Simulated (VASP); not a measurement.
# Si4N (R3m) in VASP: further runs, part 2 of 2

VASP 6.6.1.

**4. Relaxation of cell and atoms, PBE**

This run uses another cell than the first one, of 15.23 Å³/atom, 1.095 times its volume.

File INCAR:

```
  PREC = Accurate
  ENCUT = 600
  EDIFF = 1E-6
  ISMEAR = 0
  SIGMA = 0.1
  LREAL = F
  LASPH = T
  NELM = 80
  ALGO = Normal
  ISIF = 3
  LWAVE = F
  LCHARG = F
  GGA = PE
  IBRION = 2
  NSW = 90
  EDIFFG = -0.04
```

File KPOINTS:

```
regular mesh
0
Gamma
  6 6 6
```

File POSCAR:

```
Si4N
1.0
    2.6462306300      1.5278019700      3.1401707500
   -2.6462306300      1.5278019700      3.1401707500
    0.0000000000     -3.0556039400      3.1401707500
Si N
4 1
Direct
    0.6671306300      0.0970322400      0.6671306300
    0.6671306300      0.6671306300      0.0970322400
    0.0970322400      0.6671306300      0.6671306300
    0.3829458400      0.3829458400      0.3829458400
    0.0882555200      0.0882555200      0.0882555200
```

Potentials or basis: VASP PAW PBE potentials, release 64 (Si, N).

Run with:

```console
> cat potpaw_PBE.64/Si/POTCAR potpaw_PBE.64/N/POTCAR > POTCAR
> mpirun -np 1 vasp_std > vasp.out
```

OUTCAR:

```text
PREC = Accurate
   ENCUT = 600
   EDIFF = 1E-6
   ISMEAR = 0
   LREAL = F
   LASPH = T
   NELM = 80
   ISIF = 3
   GGA = PE
   IBRION = 2
   NSW = 90
   EDIFFG = -0.04

 ion  position               nearest neighbor table
   1  0.667  0.097  0.667-   4 1.95   3 2.28   2 2.28   3 3.02   2 3.02
   2  0.667  0.667  0.097-   4 1.95   3 2.28   1 2.28   1 3.02   3 3.02
   3  0.097  0.667  0.667-   4 1.95   1 2.28   2 2.28   1 3.02   2 3.02
   4  0.383  0.383  0.383-   1 1.95   3 1.95   2 1.95
   5  0.088  0.088  0.088-

  LATTYP: Found a trigonal (rhomboedric) cell.
 ALAT       =     4.3814823721
 COS(alpha) =     0.2704698517

  Lattice vectors:

 A1 = (   2.6462306300,   1.5278019700,   3.1401707500)
 A2 = (  -2.6462306300,   1.5278019700,   3.1401707500)
 A3 = (   0.0000000000,  -3.0556039400,   3.1401707500)

Analysis of symmetry for initial positions (statically):
=====================================================================
 Subroutine PRICEL returns:
 Original cell was already a primitive cell.

 Routine SETGRP: Setting up the symmetry group for a
 trigonal (rhombohedral) supercell.

 Subroutine GETGRP returns: Found  6 space group operations
 (whereof  6 operations were pure point group operations)
 out of a pool of 12 trial point group operations.

The static configuration has the point symmetry C_3v.

Analysis of symmetry for dynamics (positions and initial velocities):
=====================================================================
 Subroutine PRICEL returns:
 Original cell was already a primitive cell.

 Routine SETGRP: Setting up the symmetry group for a
 trigonal (rhombohedral) supercell.

 Subroutine GETGRP returns: Found  6 space group operations
 (whereof  6 operations were pure point group operations)
 out of a pool of 12 trial point group operations.

The dynamic configuration has the point symmetry C_3v.

 Subroutine INISYM returns: Found  6 space group operations
 (whereof  6 operations are pure point group operations),
 and found     1 'primitive' translations

----------------------------------------------------------------------------------------

                                     Primitive cell

  volume of cell :      76.1727

  direct lattice vectors                    reciprocal lattice vectors
     2.646230630  1.527801970  3.140170750     0.188948006  0.109089182  0.106151340
    -2.646230630  1.527801970  3.140170750    -0.188948006  0.109089182  0.106151340
     0.000000000 -3.055603940  3.140170750     0.000000000 -0.218178363  0.106151340

  length of vectors
     4.381482369  4.381482369  4.381482372     0.242631213  0.242631213  0.242631212

  position of ions in fractional coordinates (direct lattice)
     0.667130630  0.097032240  0.667130630
     0.667130630  0.667130630  0.097032240
     0.097032240  0.667130630  0.667130630
     0.382945840  0.382945840  0.382945840
     0.088255520  0.088255520  0.088255520

  ion indices of the primitive-cell ions
   primitive index   ion index
                 1           1
                 2           2
                 3           3
                 4           4
                 5           5

----------------------------------------------------------------------------------------

 KPOINTS: regular mesh
[... 22 lines left out ...]

 Following reciprocal coordinates:
            Coordinates               Weight
  0.000000  0.000000  0.000000      1.000000
  0.166667 -0.000000  0.000000      6.000000
  0.333333  0.000000  0.000000      6.000000
  0.500000 -0.000000  0.000000      3.000000
  0.166667  0.166667  0.000000      6.000000
  0.333333  0.166667 -0.000000     12.000000
[... 16 lines left out ...]
  0.500000  0.500000  0.166667      6.000000
 -0.333333  0.500000  0.166667     12.000000
 [... further k-points ...]
   k-points           NKPTS =     32   k-points in BZ     NKDIM =     32   number of bands    NBANDS=     14
   number of dos      NEDOS =    301   number of ions     NIONS =      5
   total plane-waves  NPLWV =  46656
   dimension x,y,z NGX =    36 NGY =   36 NGZ =   36
   dimension x,y,z NGXF=    72 NGYF=   72 NGZF=   72
   ions per type =               4   1
   NGX,Y,Z   is equivalent  to a cutoff of  13.66, 13.66, 13.66 a.u.
   NGXF,Y,Z  is equivalent  to a cutoff of  27.32, 27.32, 27.32 a.u.
 SYSTEM =  unknown system
   PREC   = accura    normal or accurate (medium, high low for compatibility)
   ISTART =      0    job   : 0-new  1-cont  2-samecut
   ICHARG =      2    charge: 1-file 2-atom 10-const
   ISPIN  =      1    spin polarized calculation?
   LNONCOLLINEAR =      F non collinear calculations
   LSORBIT =      F    spin-orbit coupling
   LASPH  =      T    aspherical Exc in radial PAW
   ENCUT  =  600.0 eV  44.10 Ry    6.64 a.u.   8.75  8.75  8.75*2*pi/ulx,y,z
   NELM   =     80;   NELMIN=  2; NELMDL= -5     # of ELM steps
   EDIFF  = 0.1E-05   stopping-criterion for ELM
   LREAL  =      F    real-space projection
   EDIFFG = -.4E-01   stopping-criterion for IOM
   NSW    =     90    number of steps for IOM
   IBRION =      2    ionic relax: 0-MD 1-quasi-New 2-CG
   NFREE  =      1    steps in history (QN), initial steepest desc. (CG)
   ISIF   =      3    stress and relaxation
   ISYM   =      2    0-nonsym 1-usesym 2-fastsym
   POTIM  = 0.5000    time-step for ionic-motion
   TEBEG  =    0.0;   TEEND  =   0.0 temperature during run
   PSTRESS=    0.0 pullay stress
   NELECT =      21.0000    total number of electrons
   NUPDOWN=      -1.0000    fix difference up-down
   EMIN   =  10.00;   EMAX   =-10.00  energy-range for DOS
   EFERMI =   0.00;   METHOD = LEGACY
   ISMEAR =     0;   SIGMA  =   0.10  broadening in eV -4-tet -1-fermi 0-gaus
   EFERMI_NEDOS =   21; number of points for ismear=-14 and -15
   IALGO  =     38    algorithm
   IMIX   =      4    mixing-type and parameters
     AMIX     =   0.40;   BMIX     =  1.00
     AMIX_MAG =   1.60;   BMIX_MAG =  1.00
  volume/ion in A,a.u.               =      15.23       102.81
  Fermi-wavevector in a.u.,A,eV,Ry     =   1.065487  2.013479 15.446186  1.135263
  Thomas-Fermi vector in A             =   2.201040
   LORBIT       =      0    0 simple, 1 ext, 2 COOP (PROOUT), +10 PAW based schemes
   GGA     = PE    functional components
   LHFCALC =     F    Hartree Fock is set to
   AEXX    =    0.0000 exact exchange contribution
   IVDW    =     0    specifies the selected vdW correction
   LEPSILON=     F    determine dielectric tensor
   LRPA    =     F    only Hartree local field effects (RPA)
 conjugate gradient relaxation of ions
 non-spin polarized calculation
 Gauss-broadening in eV      SIGMA  =   0.10
  energy-cutoff  :      600.00
  volume of cell :       76.17
 maximum number of plane-waves:      2563
   NGX = 17   NGY = 17   NGZ = 17

--------------------------------------- Ionic step        1  -------------------------------------------

 number of electron      21.0000000 magnetization

 Free energy of the ion-electron system (eV)
  ---------------------------------------------------
  ext. energy  EPLUGINS =         0.00000000
  ---------------------------------------------------
  free energy    TOTEN  =       -19.83082395 eV

  energy without entropy =      -19.81969087  energy(sigma->0) =      -19.82525741

------------------------ aborting loop because EDIFF is reached ----------------------------------------

  FORCE on cell =-STRESS in cart. coord.  units (eV):
  Direction    XX          YY          ZZ          XY          YZ          ZX
  --------------------------------------------------------------------------------------
  -------------------------------------------------------------------------------------
  Total       17.1531751     17.1531752      3.4989851      0.0000000      0.0000000      0.0000000
  in kB      360.7911124    360.7911141     73.5958640      0.0000000      0.0000000      0.0000000
  external PRESSURE =     265.0593635 kB  Pullay stress =       0.0000000 kB
[... 923 lines left out ...]
      3      -2.5686      2.00000
      4      -1.4574      2.00000
      5       0.0121      2.00000
      6       1.8098      2.00000
      7       2.8176      2.00000
      8       3.5416      2.00000
      9       3.8878      2.00000
     10       5.1479      2.00000
     11       5.6163      0.93843
     12       6.2640      0.00000
     13       7.2157      0.00000
     14       8.1894      0.00000

 [... further k-points ...]

[... ionic steps 4 to 30 ...]

--------------------------------------- Ionic step       31  -------------------------------------------

 number of electron      21.0000001 magnetization

------------------------ aborting loop because EDIFF is reached ----------------------------------------
[... 73 lines left out ...]
--------------------------------------- Ionic step       33  -------------------------------------------

 number of electron      21.0000001 magnetization

 Free energy of the ion-electron system (eV)
  ---------------------------------------------------
  ext. energy  EPLUGINS =         0.00000000
  ---------------------------------------------------
  free energy    TOTEN  =       -29.03656384 eV

  energy without entropy =      -29.02437144  energy(sigma->0) =      -29.03046764

 E-fermi :   8.8466     XC(G=0): -10.8590

 val. band max:        8.8358661360   @ k =   0.5000   0.1667   0.0000
 cond. band min:       8.8603327604   @ k =  -0.3333  -0.3333   0.1667
 fundamental gap:      0.0244666245
 Fermi energy:         8.8466174639
[... 440 lines left out ...]
  FREE ENERGIE OF THE ION-ELECTRON SYSTEM (eV)
  ---------------------------------------------------
  free  energy   TOTEN  =       -29.0365638384 eV

  energy  without entropy=      -29.0243714439  energy(sigma->0) =      -29.03046764

 reached required accuracy - stopping structural energy minimisation
```

OSZICAR:

```text
N       E                     dE             d eps       ncg     rms          rms(c)
DAV:   1     0.679596217919E+02    0.67960E+02   -0.96796E+03   896   0.141E+03
DAV:   2    -0.155972934789E+02   -0.83557E+02   -0.81787E+02  1146   0.202E+02
DAV:   3    -0.210977979366E+02   -0.55005E+01   -0.53353E+01  1218   0.514E+01
DAV:   4    -0.212159103200E+02   -0.11811E+00   -0.11750E+00  1082   0.859E+00
[... 347 lines left out ...]
DAV:   1    -0.290365601114E+02   -0.19855E-03   -0.12934E-02   944   0.980E-01    0.540E-02
DAV:   2    -0.290365774223E+02   -0.17311E-04   -0.54947E-04  1208   0.197E-01    0.268E-02
DAV:   3    -0.290365652573E+02    0.12165E-04   -0.73158E-05  1142   0.722E-02    0.121E-02
DAV:   4    -0.290365638297E+02    0.14275E-05   -0.11501E-05  1094   0.320E-02    0.829E-03
DAV:   5    -0.290365638384E+02   -0.86500E-08   -0.36414E-06   828   0.144E-02
  33 F= -.29036564E+02 E0= -.29030468E+02  d E =-.202437E-03
```

CONTCAR:

```text
Si4N
   1.00000000000000
     3.3335348881530895    1.9246172706251274    1.7972374525833568
    -3.3335348881530895    1.9246172706251274    1.7972374525833568
    -0.0000000000000000   -3.8492345412502549    1.7972374525833568
  Si              N
     4     1
Direct
     0.7121666174320308    0.1651195146253060    0.7121666174587390
     0.7121666174587390    0.7121666174587390    0.1651195145985979
     0.1651195146253060    0.7121666174320308    0.7121666174587390
     0.3212429047427129    0.3212429047427129    0.3212429047427129
     0.9917992057412086    0.9917992057412086    0.9917992057412085

  0.00000000E+00  0.00000000E+00  0.00000000E+00
  0.00000000E+00  0.00000000E+00  0.00000000E+00
  0.00000000E+00  0.00000000E+00  0.00000000E+00
  0.00000000E+00  0.00000000E+00  0.00000000E+00
  0.00000000E+00  0.00000000E+00  0.00000000E+00
```

Run time: 5 min. Hardware: 1 thread of Intel Xeon 6975P-C (Granite Rapids), shared host; peak memory 0.22 GiB.

What came out:

* Free energy: -29.0366 eV
* Relaxed volume: 13.84 Å³/atom
* Relaxed cell: a = 4.248 Å, b = 4.248 Å, c = 4.248 Å, α = 103.39°, β = 103.39°, γ = 103.39°
* Space group after relaxing (to 0.05 Å): R3m (No. 160)
* Energy gained by relaxing: 1841.1 meV/atom
* Ionic steps: 33
* Pressure after relaxing: 0.0 GPa
* Largest force after relaxing: 0.021 eV/Å

Forces on the atoms (eV/Å):
```
Si   0.003 -0.002 -0.008
Si   0.000  0.003 -0.008
Si  -0.003 -0.002 -0.008
Si   0.000  0.000  0.021
N    0.000  0.000  0.004
```

Step by step:
```tsv
step	energy change (eV)	largest force (eV/Å)	pressure (GPa)	volume (Å³)
1	0.0000	10.1605	26.51	76.17
2	-1.6428	3.8670	-7.10	106.97
3	-2.8220	2.2519	-2.09	89.77
4	-3.8128	2.5233	-10.16	90.17
5	-4.5618	3.2422	-12.92	89.82
6	-2.8838	19.9131	8.04	86.43
7	-4.4890	3.5595	-12.31	89.63
8	-4.8113	1.5336	-7.58	88.41
9	-4.7746	2.3578	-10.22	88.96
10	-4.4172	12.0370	3.93	81.03
11	-5.0463	2.5989	-5.97	85.30
12	-5.5883	2.8208	-4.67	79.93
13	-6.6621	3.3717	9.60	65.15
14	-6.9947	0.8631	8.90	65.03
15	-7.0146	1.2636	9.79	64.99
16	-7.3852	1.4264	4.58	68.16
17	-7.5773	1.9871	1.52	71.72
18	-7.6843	2.9934	-1.90	78.87
19	-8.2620	1.6701	-8.83	81.29
20	-8.3678	1.1185	-10.72	82.26
21	-8.3503	0.7669	-13.52	84.11
22	-8.3956	0.7770	-11.92	82.94
23	-8.9079	1.1078	-8.53	76.79
24	-9.0795	1.3686	-3.17	72.07
25	-9.0810	1.4016	-2.14	71.40
26	-9.1646	0.6500	-0.81	69.71
27	-9.1649	0.5653	-0.93	69.82
28	-9.1864	0.4258	0.32	69.13
29	-9.1942	0.2810	1.69	68.41
30	-9.2050	0.0934	0.33	69.05
31	-9.2055	0.0428	-0.05	69.22
32	-9.2055	0.0456	-0.01	69.21
33	-9.2057	0.0212	0.01	69.18
```

Final structure:
```
CELL_PARAMETERS angstrom
3.33353 1.92462 1.79724
-3.33353 1.92462 1.79724
0.00000 -3.84923 1.79724
ATOMIC_POSITIONS crystal
Si 0.71217 0.16512 0.71217
Si 0.71217 0.71217 0.16512
Si 0.16512 0.71217 0.71217
Si 0.32124 0.32124 0.32124
N 0.99180 0.99180 0.99180
```

**5. The runs side by side**

```tsv
task	cell	cutoff (eV)	gap on the mesh (eV)	pressure (GPa)	largest force (eV/Å)
single point	a = 4.261 Å, angles 103.6°, 5 atoms	520	none	0.0	0.01
single point	a = 4.381 Å, angles 74.3°, 5 atoms	520	none	26.5	10.16
relaxation of cell and atoms	relaxed from a = 4.381 Å, angles 74.3°, 5 atoms	600	none	0.0	0.02
```

Alike in all rows: level PBE; potentials or basis VASP PAW PBE potentials, release 64 (Si, N); no spin polarisation; k mesh 6 × 6 × 6; smearing gaussian 0.1 eV.

Caveats: forces of over 1 eV/Å act on the atoms, so gaps and moduli don't describe the material at rest (some runs).

Total energies depend on the potentials used, so only differences within one code and one set of settings carry meaning.
